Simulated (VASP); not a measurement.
Write the native input for VASP 6.6.1 that does the following.

```yaml
Task: single point
Functional: PBE
Potentials_or_basis: VASP PAW PBE potentials, release 64 (Pt, C)
Cutoff: 520 eV
k_mesh: 5 × 5 × 1
Occupations: gaussian, width 0.1 eV
Spin: no spin polarisation
Dipole_correction: yes
Further_INCAR_settings: ALGO = Normal; EDIFF = 1e-06; NBANDS = 74; NELMDL = -8
```

The structure of Pt12C lies in POSCAR:

```
Pt12C
1.0
    5.6143281343      0.0000000000      0.0000000000
    0.0000000000      5.6143281343      0.0000000000
    0.0000000000      0.0000000000     19.3513792319
Pt C
12 1
Direct
    0.2500000000      0.2500000000      0.2067036128
    0.2500000000      0.7500000000      0.2067036128
    0.7500000000      0.2500000000      0.2067036128
    0.7500000000      0.7500000000      0.2067036128
    0.0000000000      0.0000000000      0.3062504947
    0.0000000000      0.5000000000      0.3062504947
    0.5000000000      0.0000000000      0.3062504947
    0.5000000000      0.5000000000      0.3062504947
    0.2500000000      0.2500000000      0.4057271132
    0.2500000000      0.7500000000      0.4057271132
    0.7500000000      0.2500000000      0.4057271132
    0.7500000000      0.7500000000      0.4057271132
    0.3333333333      0.3333333333      0.4893364760
```

The input as run:

INCAR

```
SYSTEM = Pt12C
PREC = Accurate
ENCUT = 520
EDIFF = 1E-6
ISMEAR = 0
SIGMA = 0.1
LREAL = .False.
LASPH = .True.
NELM = 120
ALGO = Normal
ISIF = 2
LWAVE = .False.
LCHARG = .False.
LDIPOL = .True.
IDIPOL = 3
DIPOL = 0.5 0.5 0.320
GGA = PE
NBANDS = 74
GGA_COMPAT = .False.
NELMDL = -8
```

KPOINTS

```
Automatic mesh
0
Gamma
  5 5 1
  0 0 0
```

Potentials or basis: VASP PAW PBE potentials, release 64 (Pt, C).

The run is started by

```sh
$ cat potpaw_PBE.64/Pt/POTCAR potpaw_PBE.64/C/POTCAR > POTCAR
$ mpirun -np 1 vasp_std > vasp.out
```

It gave:

The largest force is 0.868 eV/Å and the band gap on the k mesh is zero (bands 62 and 63 overlap by 0.34 eV).

Caveat: spin-orbit coupling is left out, which moves the levels of the heavy elements.

It took 13 min on 1 thread of Intel(R) Xeon(R) 6975P-C (Granite Rapids), on a shared host, peak memory 0.72 GiB.
